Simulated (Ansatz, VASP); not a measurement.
## Ti: VASP beside Ansatz

```
Ti
1.0
     2.74121    0.00000    0.00000
    -1.37061    2.37396    0.00000
     0.00000    0.00000    4.37164
Ti
2
Direct
  0.33333 0.66667 0.25000
  0.66667 0.33333 0.75000
```

Change from the starting cell: volume scaled by 0.85, LAPW.

Alike in both runs: task single point; functional PBEsol; k mesh 17 × 17 × 9; occupations fermi-dirac, width 0.08 eV; no spin polarisation.

|  | VASP | Ansatz |
| --- | --- | --- |
| version | VASP 6.6.1 | Ansatz 0.2.0 |
| potentials or method | VASP PAW PBE potentials, release 64 (Ti_sv), cutoff 520 eV | all-electron LAPW, scalar-relativistic |

|  | VASP | Ansatz | Ansatz less VASP |
| --- | --- | --- | --- |
| pressure (GPa) | 24.8 | 25.5 | +0.69 |

VASP's potentials were made for PBE, not for PBEsol. Ansatz ran all-electron here, and VASP with PAW potentials.
